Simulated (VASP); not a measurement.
# K in VASP: notebook, part 2 of 2

VASP 6.6.1.

## 3. Single point, PBEsol (zz strain of -1 %)

INCAR

```
PREC = Accurate
ENCUT = 520
EDIFF = 1E-6
ISMEAR = -1
SIGMA = 0.08
LREAL = False
LASPH = True
NELM = 60
ALGO = Normal
ISIF = 2
LWAVE = False
LCHARG = False
GGA = PS
NBANDS = 10
```

KPOINTS

```
regular mesh
0
Gamma
  10 10 10
```

POSCAR

```
K
1.0
   -2.6180000000      2.6180000000      2.5918200000
    2.6180000000     -2.6180000000      2.5918200000
    2.6180000000      2.6180000000     -2.5918200000
K
1
Direct
    0.0000000000      0.0000000000      0.0000000000
```

Potentials or basis: VASP PAW PBE potentials, release 64 (K_sv).

On the command line:

```bash
$ cat potpaw_PBE.64/K_sv/POTCAR > POTCAR
$ mpirun -np 1 vasp_std > vasp.out
```

OUTCAR:

```text
PREC = Accurate
   ENCUT = 520
   EDIFF = 1E-6
   ISMEAR = -1
   LREAL = False
   LASPH = True
   NELM = 60
   ISIF = 2
   GGA = PS

 ion  position               nearest neighbor table
   1  0.000  0.000  0.000-

  LATTYP: Found a body centered tetragonal cell.
 ALAT       =     5.2360000000
 C/A-ratio  =     0.9900000000

  Lattice vectors:

 A1 = (  -2.6180000000,   2.6180000000,   2.5918200000)
 A2 = (   2.6180000000,  -2.6180000000,   2.5918200000)
 A3 = (   2.6180000000,   2.6180000000,  -2.5918200000)

Analysis of symmetry for initial positions (statically):
=====================================================================
 Subroutine PRICEL returns:
 Original cell was already a primitive cell.

 Routine SETGRP: Setting up the symmetry group for a
 body centered tetragonal supercell.

 Subroutine GETGRP returns: Found 16 space group operations
 (whereof 16 operations were pure point group operations)
 out of a pool of 16 trial point group operations.

The static configuration has the point symmetry D_4h.

Analysis of symmetry for dynamics (positions and initial velocities):
=====================================================================
 Subroutine PRICEL returns:
 Original cell was already a primitive cell.

 Routine SETGRP: Setting up the symmetry group for a
 body centered tetragonal supercell.

 Subroutine GETGRP returns: Found 16 space group operations
 (whereof 16 operations were pure point group operations)
 out of a pool of 16 trial point group operations.

The dynamic configuration has the point symmetry D_4h.

 Subroutine INISYM returns: Found 16 space group operations
 (whereof 16 operations are pure point group operations),
 and found     1 'primitive' translations
[... 105 lines left out ...]
   NUPDOWN=      -1.0000    fix difference up-down
   EMIN   =  10.00;   EMAX   =-10.00  energy-range for DOS
   EFERMI =   0.00;   METHOD = LEGACY
   ISMEAR =    -1;   SIGMA  =   0.08  broadening in eV -4-tet -1-fermi 0-gaus
   EFERMI_NEDOS =   21; number of points for ismear=-14 and -15
   IALGO  =     38    algorithm
   IMIX   =      4    mixing-type and parameters
     AMIX     =   0.40;   BMIX     =  1.00
     AMIX_MAG =   1.60;   BMIX_MAG =  1.00
  volume/ion in A,a.u.               =      71.06       479.51
  Fermi-wavevector in a.u.,A,eV,Ry     =   0.822156  1.553650  9.196731  0.675941
  Thomas-Fermi vector in A             =   1.933442
   LORBIT       =      0    0 simple, 1 ext, 2 COOP (PROOUT), +10 PAW based schemes
   GGA     = PS    functional components
   LHFCALC =     F    Hartree Fock is set to
   AEXX    =    0.0000 exact exchange contribution
   IVDW    =     0    specifies the selected vdW correction
   LEPSILON=     F    determine dielectric tensor
   LRPA    =     F    only Hartree local field effects (RPA)
 non-spin polarized calculation
  energy-cutoff  :      520.00
  volume of cell :       71.06
 maximum number of plane-waves:      1930
 NGX is ok and might be reduce to    36
   NGX = 17   NGY = 17   NGZ = 17

 number of electron       9.0000000 magnetization

 Free energy of the ion-electron system (eV)
  ---------------------------------------------------
  ext. energy  EPLUGINS =         0.00000000
  ---------------------------------------------------
  free energy    TOTEN  =        -1.14004609 eV

  energy without entropy =       -1.12200875  energy(sigma->0) =       -1.13102742

 E-fermi :  -0.0947     XC(G=0):  -5.7829

 val. band max:       -0.1068947128   @ k =   0.5000   0.2000  -0.0000
 cond. band min:      -0.0903800075   @ k =   0.3000   0.2000  -0.0000
 fundamental gap:      0.0165147053
 Fermi energy:        -0.0946535503

 k-point     1 :       0.0000    0.0000    0.0000
  band No.  band energies     occupation
      1     -32.0637      2.00000
      2     -15.5711      2.00000
      3     -15.5710      2.00000
      4     -15.5710      2.00000
      5      -2.3004      2.00000
      6       4.2028      0.00000
      7       4.2543      0.00000
      8       4.2543      0.00000
      9       5.1449      0.00000
     10       5.2135      0.00000
[... 287 lines left out ...]
 k-point    24 :       0.4000    0.3000    0.0000
  band No.  band energies     occupation
      1     -32.0583      2.00000
      2     -15.6312      2.00000
      3     -15.6160      2.00000
      4     -15.5804      2.00000
      5       0.6647      0.00015
      6       1.3568      0.00000
      7       1.7893      0.00000
      8       4.5872      0.00000
      9       5.2159      0.00000
     10       5.5146      0.00000

 [... further k-points ...]
[... 5 lines left out ...]
  --------------------------------------------------------------------------------------
  -------------------------------------------------------------------------------------
  Total       -0.0036585     -0.0036585     -0.0038384      0.0000000     -0.0000000      0.0000000
  in kB       -0.0824912     -0.0824912     -0.0865490      0.0000000     -0.0000000      0.0000000
  external PRESSURE =      -0.0838438 kB  Pullay stress =       0.0000000 kB

 VOLUME and BASIS-vectors are now :
 -----------------------------------------------------------------------------
  energy-cutoff  :      520.00
  volume of cell :       71.06
      direct lattice vectors                 reciprocal lattice vectors
    -2.618000000  2.618000000  2.591820000     0.000000000  0.190985485  0.192914631
     2.618000000 -2.618000000  2.591820000     0.190985485  0.000000000  0.192914631
     2.618000000  2.618000000 -2.591820000     0.190985485  0.190985485  0.000000000

 POSITION                                       TOTAL-FORCE (eV/Angst)
 -----------------------------------------------------------------------------------
      0.00000      0.00000      0.00000         0.000000      0.000000     -0.000000
 -----------------------------------------------------------------------------------
    total drift:                               -0.000000      0.000000      0.000000

  FREE ENERGIE OF THE ION-ELECTRON SYSTEM (eV)
  ---------------------------------------------------
  free  energy   TOTEN  =        -1.1400460884 eV

  energy  without entropy=       -1.1220087469  energy(sigma->0) =       -1.13102742
```

stdout:

```text
POSCAR found type information on POSCAR K
 POSCAR found :  1 types and       1 ions
 scaLAPACK will be used
 -----------------------------------------------------------------------------
|                                                                             |
|                                                                             |
|     You enforced a specific xc type in the INCAR file but a different       |
|     I HOPE YOU KNOW WHAT YOU ARE DOING!                                     |
|                                                                             |
 -----------------------------------------------------------------------------

 LDA part: xc-table for (Slater+PW92), standard interpolation
 POSCAR, INCAR and KPOINTS ok, starting setup
 FFT: planning ... GRIDC
 FFT: planning ... GRID_SOFT
 FFT: planning ... GRID
 WAVECAR not read
 entering main loop
```

Wall time 24 s (1 thread of Intel Xeon 6975P-C (Granite Rapids), shared host); peak memory 0.23 GiB.

Results:

| Property | Result |
| --- | --- |
| Free energy | -1.1400 eV |
| Pressure | 0.0 GPa |
| Band gap on the k mesh | zero (an odd number of electrons rules out a gap without spin polarisation) |

Caveat: the cell differs from its parent crystal (zz strain of -1 %); the PAW data sets were made with another functional, which shifts forces and pressure a little.

## 4. Single point, PBEsol (67.47 Å³/atom)

This run uses another cell than the first one, of 67.47 Å³/atom.

INCAR

```
PREC = Accurate
ENCUT = 520
EDIFF = 1E-7
ISMEAR = -1
SIGMA = 0.08
LREAL = False
LASPH = True
NELM = 80
ALGO = Normal
ISIF = 2
LWAVE = False
LCHARG = True
GGA = PS
LELF = True
LVHAR = True
NBANDS = 10
```

KPOINTS is that of step 3.

POSCAR

```
K
1.0
   -2.5645564326      2.5645564326      2.5645564326
    2.5645564326     -2.5645564326      2.5645564326
    2.5645564326      2.5645564326     -2.5645564326
K
1
Direct
    0.0000000000      0.0000000000      0.0000000000
```

On the command line:

```bash
$ cat potpaw_PBE.64/K_sv/POTCAR > POTCAR
$ mpirun -np 1 vasp_std > vasp.out
```

Run time: 52 s. Hardware: 1 thread of AMD EPYC 7R13, shared host; peak memory 0.18 GiB.

The run converged. Its results:

| Quantity | Value |
| --- | --- |
| Free energy | -1.1377 eV |
| Pressure | 0.2 GPa |
| Band gap on the k mesh | zero (an odd number of electrons rules out a gap without spin polarisation) |

Levels at points of the mesh, in eV from the Fermi level:
| k point | band 3 | band 4 | band 5 | band 6 | band 7 | band 8 |
| --- | --- | --- | --- | --- | --- | --- |
| (0.00, 0.00, 0.00) | -15.44 | -15.44 | -2.28 | 4.38 | 4.38 | 4.38 |
| (0.50, 0.00, 0.00) | -15.47 | -15.44 | 0.44 | 0.74 | 3.19 | 5.06 |
| (0.50, 0.50, 0.50) | -15.51 | -15.51 | 1.63 | 1.63 | 3.71 | 3.71 |

Caveat: the PAW data sets were made with another functional, which shifts forces and pressure a little.

## 5. Summary

```csv
cell,gap on the mesh (eV),pressure (GPa)
"a = 4.504 Å, angles 108.9, 108.9, 110.6°, 1 atom",none,0.0
"a = 4.519 Å, angles 109.2, 109.2, 110.0°, 1 atom",none,0.0
"a = 4.442 Å, angles 109.5°, 1 atom",none,0.2
```

Alike in all rows: task single point; level PBEsol; potentials or basis VASP PAW PBE potentials, release 64 (K_sv); no spin polarisation; k mesh 10 × 10 × 10; cutoff (eV) 520; smearing fermi-dirac 0.08 eV.

Caveats: the PAW data sets were made with another functional, which shifts forces and pressure a little.

Absolute energies hang on the potentials; compare differences alone.
